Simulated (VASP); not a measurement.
# Sr (Fm-3m) in VASP: notebook

Sr is run at these levels: r2SCAN; tasks: single point, relaxation of cell and atoms.

Everything below comes from runs of VASP 6.6.1. Logs are shortened: lines on timing, memory, paths and dates and some standing lists are left out, and cuts for length are marked.

### Step 1. The cell of the first run

The structure is cubic, space group Fm-3m (No. 225). Conventional cell: a = 6.088 Å, b = 6.088 Å, c = 6.088 Å, α = 90.00°, β = 90.00°, γ = 90.00°. Sr (site symmetry m-3m) has 12 Sr at 4.30 Å within 5.6 Å.

### Step 2. Single point, r2SCAN

Input file POSCAR:

```
Sr
1.0
    0.0000000000      3.0439848623      3.0439848623
    3.0439848623      0.0000000000      3.0439848623
    3.0439848623      3.0439848623      0.0000000000
Sr
1
Direct
    0.0000000000      0.0000000000      0.0000000000
```

Input file INCAR.step1:

```
PREC     = Accurate       # precision mode
ENCUT    = 520            # plane-wave cutoff, eV
ISMEAR   = -1             # smearing method
SIGMA    = 0.05           # smearing width, eV
LREAL    = False          # projectors in reciprocal space
LASPH    = True           # aspherical terms in the spheres
NELM     = 100            # most SCF steps
NBANDS   = 11             # bands
GGA      = PE             # functional
ALGO     = Normal         # electronic algorithm
EDIFF    = 1E-4           # SCF threshold, eV
LWAVE    = True           # write WAVECAR
LCHARG   = False          # write CHGCAR
```

Input file INCAR.step2:

```
PREC     = Accurate       # precision mode
ENCUT    = 520            # plane-wave cutoff, eV
EDIFF    = 1E-7           # SCF threshold, eV
ISMEAR   = -1             # smearing method
SIGMA    = 0.05           # smearing width, eV
LREAL    = False          # projectors in reciprocal space
LASPH    = True           # aspherical terms in the spheres
NELM     = 100            # most SCF steps
ALGO     = Normal         # electronic algorithm
ISIF     = 2              # what is computed and relaxed
LWAVE    = False          # write WAVECAR
LCHARG   = False          # write CHGCAR
METAGGA  = R2SCAN         # meta-GGA
LMIXTAU  = True         
NBANDS   = 11             # bands
ISTART   = 1
```

Input file KPOINTS:

```
regular mesh
0
Gamma
  6 6 6
```

Potentials or basis: VASP PAW PBE potentials, release 64 (Sr_sv).

Run with:

```bash
$ cat potpaw_PBE.64/Sr_sv/POTCAR > POTCAR
$ cp INCAR.step1 INCAR
$ mpirun -np 1 vasp_std > vasp.out
$ cp INCAR.step2 INCAR
$ mpirun -np 1 vasp_std > vasp.out
```

OUTCAR:

```text
PREC = Accurate
   ENCUT = 520
   EDIFF = 1E-7
   ISMEAR = -1
   LREAL = False
   LASPH = True
   NELM = 100
   ISIF = 2
   METAGGA = R2SCAN
   ISTART = 1

 ion  position               nearest neighbor table
   1  0.000  0.000  0.000-

  LATTYP: Found a face centered cubic cell.
 ALAT       =     6.0879697246

  Lattice vectors:

 A1 = (   0.0000000000,   3.0439848623,   3.0439848623)
 A2 = (   3.0439848623,   0.0000000000,   3.0439848623)
 A3 = (   3.0439848623,   3.0439848623,   0.0000000000)

Analysis of symmetry for initial positions (statically):
=====================================================================
 Subroutine PRICEL returns:
 Original cell was already a primitive cell.

 Routine SETGRP: Setting up the symmetry group for a
 face centered cubic supercell.

 Subroutine GETGRP returns: Found 48 space group operations
 (whereof 48 operations were pure point group operations)
 out of a pool of 48 trial point group operations.

The static configuration has the point symmetry O_h .

Analysis of symmetry for dynamics (positions and initial velocities):
=====================================================================
 Subroutine PRICEL returns:
 Original cell was already a primitive cell.

 Routine SETGRP: Setting up the symmetry group for a
 face centered cubic supercell.

 Subroutine GETGRP returns: Found 48 space group operations
 (whereof 48 operations were pure point group operations)
 out of a pool of 48 trial point group operations.

The dynamic configuration has the point symmetry O_h .

 Subroutine INISYM returns: Found 48 space group operations
 (whereof 48 operations are pure point group operations),
 and found     1 'primitive' translations

----------------------------------------------------------------------------------------

                                     Primitive cell

  volume of cell :      56.4102

  direct lattice vectors                    reciprocal lattice vectors
     0.000000000  3.043984862  3.043984862    -0.164258373  0.164258373  0.164258373
     3.043984862  0.000000000  3.043984862     0.164258373 -0.164258373  0.164258373
     3.043984862  3.043984862  0.000000000     0.164258373  0.164258373 -0.164258373

  length of vectors
     4.304844676  4.304844676  4.304844676     0.284503847  0.284503847  0.284503847

  position of ions in fractional coordinates (direct lattice)
     0.000000000  0.000000000  0.000000000
[... 70 lines left out ...]
   NSW    =      0    number of steps for IOM
   IBRION =     -1    ionic relax: 0-MD 1-quasi-New 2-CG
   NFREE  =      0    steps in history (QN), initial steepest desc. (CG)
   ISIF   =      2    stress and relaxation
   ISYM   =      2    0-nonsym 1-usesym 2-fastsym
   POTIM  = 0.5000    time-step for ionic-motion
   TEBEG  =    0.0;   TEEND  =   0.0 temperature during run
   PSTRESS=    0.0 pullay stress
   NELECT =      10.0000    total number of electrons
   NUPDOWN=      -1.0000    fix difference up-down
   EMIN   =  10.00;   EMAX   =-10.00  energy-range for DOS
   EFERMI =   0.00;   METHOD = LEGACY
   ISMEAR =    -1;   SIGMA  =   0.05  broadening in eV -4-tet -1-fermi 0-gaus
   EFERMI_NEDOS =   21; number of points for ismear=-14 and -15
   IALGO  =     38    algorithm
   IMIX   =      4    mixing-type and parameters
     AMIX     =   0.40;   BMIX     =  1.00
     AMIX_MAG =   1.60;   BMIX_MAG =  1.00
  volume/ion in A,a.u.               =      56.41       380.67
  Fermi-wavevector in a.u.,A,eV,Ry     =   0.919650  1.737886 11.507198  0.845755
  Thomas-Fermi vector in A             =   2.044867
   LORBIT       =      0    0 simple, 1 ext, 2 COOP (PROOUT), +10 PAW based schemes
   METAGGA = R2SCAN    functional components
   LHFCALC =     F    Hartree Fock is set to
   AEXX    =    0.0000 exact exchange contribution
   IVDW    =     0    specifies the selected vdW correction
   LEPSILON=     F    determine dielectric tensor
   LRPA    =     F    only Hartree local field effects (RPA)
 non-spin polarized calculation
  energy-cutoff  :      520.00
  volume of cell :       56.41
 maximum number of plane-waves:      1536
   NGX = 17   NGY = 17   NGZ = 17

 number of electron      10.0000000 magnetization

 Free energy of the ion-electron system (eV)
  ---------------------------------------------------
  ext. energy  EPLUGINS =         0.00000000
  ---------------------------------------------------
  free energy    TOTEN  =       -15.08352037 eV

  energy without entropy =      -15.06420813  energy(sigma->0) =      -15.07386425

 E-fermi :   1.5358     XC(G=0):  -7.7077

 val. band max:        1.5204549349   @ k =  -0.3333   0.3333   0.1667
 cond. band min:       1.5841627572   @ k =  -0.3333   0.3333   0.1667
 fundamental gap:      0.0637078223
 Fermi energy:         1.5358493669

 k-point     1 :       0.0000    0.0000    0.0000
  band No.  band energies     occupation
      1     -36.5536      2.00000
      2     -17.8168      2.00000
      3     -17.8168      2.00000
      4     -17.8168      2.00000
      5      -2.2721      2.00000
      6       4.1941      0.00000
      7       4.1941      0.00000
      8       4.1941      0.00000
      9       5.6969      0.00000
     10       5.6969      0.00000
     11       8.9571      0.00000
[... 197 lines left out ...]
 k-point    16 :      -0.3333    0.5000    0.1667
  band No.  band energies     occupation
      1     -36.5357      2.00000
      2     -17.9655      2.00000
      3     -17.9115      2.00000
      4     -17.8857      2.00000
      5       1.4107      1.84867
      6       2.1069      0.00002
      7       2.3415      0.00000
      8       4.5966      0.00000
      9       7.0647      0.00000
     10       7.2853      0.00000
     11       7.3505      0.00000

------------------------ aborting loop because EDIFF is reached ----------------------------------------

  FORCE on cell =-STRESS in cart. coord.  units (eV):
  Direction    XX          YY          ZZ          XY          YZ          ZX
  --------------------------------------------------------------------------------------
  -------------------------------------------------------------------------------------
  Total        0.0190606      0.0190606      0.0190606      0.0000000     -0.0000000      0.0000000
  in kB        0.5413658      0.5413658      0.5413658      0.0000000     -0.0000000      0.0000000
  external PRESSURE =       0.5413658 kB  Pullay stress =       0.0000000 kB

 VOLUME and BASIS-vectors are now :
 -----------------------------------------------------------------------------
  energy-cutoff  :      520.00
  volume of cell :       56.41
      direct lattice vectors                 reciprocal lattice vectors
     0.000000000  3.043984862  3.043984862    -0.164258373  0.164258373  0.164258373
     3.043984862  0.000000000  3.043984862     0.164258373 -0.164258373  0.164258373
     3.043984862  3.043984862  0.000000000     0.164258373  0.164258373 -0.164258373

 POSITION                                       TOTAL-FORCE (eV/Angst)
 -----------------------------------------------------------------------------------
      0.00000      0.00000      0.00000         0.000000      0.000000      0.000000
 -----------------------------------------------------------------------------------
    total drift:                                0.000000      0.000000      0.000000

  FREE ENERGIE OF THE ION-ELECTRON SYSTEM (eV)
  ---------------------------------------------------
  free  energy   TOTEN  =       -15.0835203660 eV

  energy  without entropy=      -15.0642081330  energy(sigma->0) =      -15.07386425
```

OUTCAR.step1:

```text
PREC = Accurate
   ENCUT = 520
   ISMEAR = -1
   LREAL = False
   LASPH = True
   NELM = 100
[... 427 lines left out ...]
 POSITION                                       TOTAL-FORCE (eV/Angst)
 -----------------------------------------------------------------------------------
      0.00000      0.00000      0.00000        -0.000000      0.000000      0.000000
 -----------------------------------------------------------------------------------
    total drift:                                0.000000      0.000000     -0.000000

  FREE ENERGIE OF THE ION-ELECTRON SYSTEM (eV)
  ---------------------------------------------------
  free  energy   TOTEN  =        -1.6210740425 eV

  energy  without entropy=       -1.6014693925  energy(sigma->0) =       -1.61127172
```

It took 28 s on 1 thread of Intel Xeon 6975P-C (Granite Rapids), shared host; peak memory 0.18 GiB.

What came out:

| Item | Value |
| --- | --- |
| Free energy | -15.0835 eV |
| Pressure | 0.1 GPa |
| Band gap on the k mesh | zero (band 5 reaches 1.52 eV, above the bottom of band 6 at 1.46 eV) |

Caveat: the PAW data sets were made with another functional, which shifts forces and pressure a little.

### Step 3. Relaxation of cell and atoms, r2SCAN

Input file POSCAR:

```
Sr
1.0
    0.0000000000      3.0423500000      3.0423500000
    3.0423500000      0.0000000000      3.0423500000
    3.0423500000      3.0423500000      0.0000000000
Sr
1
Direct
    0.0000000000      0.0000000000      0.0000000000
```

Input file INCAR.step1:

```
SYSTEM = Sr
PREC     = Accurate       ! precision mode
ENCUT    = 600            ! plane-wave cutoff, eV
ISMEAR   = -1             ! smearing method
SIGMA    = 0.05           ! smearing width, eV
LREAL    = .FALSE.        ! projectors in reciprocal space
LASPH    = .TRUE.         ! aspherical terms in the spheres
NELM     = 100            ! most SCF steps
GGA      = PE             ! functional
ALGO     = Normal         ! electronic algorithm
EDIFF    = 1E-4           ! SCF threshold, eV
LWAVE    = .TRUE.         ! write WAVECAR
LCHARG   = .FALSE.        ! write CHGCAR
```

Input file INCAR.step2:

```
SYSTEM = Sr
PREC     = Accurate       ! precision mode
ENCUT    = 600            ! plane-wave cutoff, eV
EDIFF    = 1E-7           ! SCF threshold, eV
ISMEAR   = -1             ! smearing method
SIGMA    = 0.05           ! smearing width, eV
LREAL    = .FALSE.        ! projectors in reciprocal space
LASPH    = .TRUE.         ! aspherical terms in the spheres
NELM     = 100            ! most SCF steps
ALGO     = Normal         ! electronic algorithm
ISIF     = 3              ! what is computed and relaxed
LWAVE    = .FALSE.        ! write WAVECAR
LCHARG   = .FALSE.        ! write CHGCAR
METAGGA  = R2SCAN         ! meta-GGA
LMIXTAU  = .TRUE.       
IBRION   = 2              ! ionic algorithm
NSW      = 60             ! ionic steps
EDIFFG   = -0.03          ! ionic threshold
ISTART   = 1
```

Input file KPOINTS:

```
regular mesh
0
G
  6 6 6
  0 0 0
```

Potentials or basis: VASP PAW PBE potentials, release 64 (Sr_sv).

Run with:

```bash
$ cat potpaw_PBE.64/Sr_sv/POTCAR > POTCAR
$ cp INCAR.step1 INCAR
$ mpirun -np 1 vasp_std > vasp.out
$ cp INCAR.step2 INCAR
$ mpirun -np 1 vasp_std > vasp.out
```

It took 45 s on 1 thread of Intel Xeon 6975P-C (Granite Rapids), shared host; peak memory 0.2 GiB.

It converged, with:

```
Free energy             : -15.0837 eV
Pressure after relaxing : 0.1 GPa
Band gap on the k mesh  : zero (band 5 reaches 1.53 eV, above the bottom of band 6 at 1.46 eV)
```

Final structure:
```xyz
1
Lattice="0.0000 3.0423 3.0423 3.0423 0.0000 3.0423 3.0423 3.0423 0.0000" Properties=species:S:1:pos:R:3 pbc="T T T"
Sr    0.0000    0.0000    0.0000
```

Levels at points of the mesh, in eV from the Fermi level:
| k point | band 3 | band 4 | band 5 | band 6 | band 7 | band 8 |
| --- | --- | --- | --- | --- | --- | --- |
| (0.00, 0.00, 0.00) | -19.35 | -19.35 | -3.81 | 2.66 | 2.66 | 2.66 |
| (0.50, 0.00, 0.00) | -19.37 | -19.37 | -1.07 | -0.08 | 2.46 | 2.46 |
| (0.50, 0.50, 0.00) | -19.42 | -19.42 | -0.59 | 0.49 | 0.98 | 5.22 |

Caveat: the relaxation stopped at its first step, so nothing moved; the PAW data sets were made with another functional, which shifts forces and pressure a little.
